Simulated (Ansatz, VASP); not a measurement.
**SnO2: VASP beside Ansatz**

```
Sn O
1.0
     4.72072    0.00000    0.00000
     0.00000    4.72072    0.00000
     0.00000    0.00000    3.18876
Sn O
2 4
Direct
  0.00000 0.00000 0.97366
  0.50000 0.50000 0.52634
  0.23445 0.37777 0.01533
  0.26555 0.87777 0.48467
  0.76555 0.62223 0.01533
  0.73445 0.12223 0.48467
```

Change from the starting cell: mode 4 frozen in at -0.478 Å and mode 5 at -0.084 Å (largest displacements).

Alike in both runs: task single point; functional LDA; k mesh 6 × 6 × 8; occupations gaussian, width 0.05 eV; no spin polarisation.

```csv
,VASP,Ansatz
version,VASP 6.6.1,Ansatz 0.2.0
potentials or method,"VASP PAW LDA potentials, release 64 (Sn_d, O), cutoff 520 eV","scalar-relativistic, plane waves, PAW"
valence electrons in the cell,52,52
```

Ansatz gave:

- gap on the k mesh at the Fermi level (eV): 1.02
- least direct gap on the mesh (eV): 1.04
- pressure (GPa): -8.4
- traceless stress, the component that is largest in VASP (GPa): -1.66
- rms of the force components (eV/Å): 0.670

Problem. Estimate VASP's values.

Solution. gap on the k mesh at the Fermi level (eV): 1.03; least direct gap on the mesh (eV): 1.04; pressure (GPa): -7.2; traceless stress, the component that is largest in VASP (GPa): -1.39; rms of the force components (eV/Å): 0.659.

Ansatz warns that its potentials were made for another functional, while VASP's fit it. LDA's correlation is that of Perdew and Zunger in VASP and of Perdew and Wang (1992) in Ansatz. Atom by atom the forces differ by 0.019 eV/Å (rms over components).
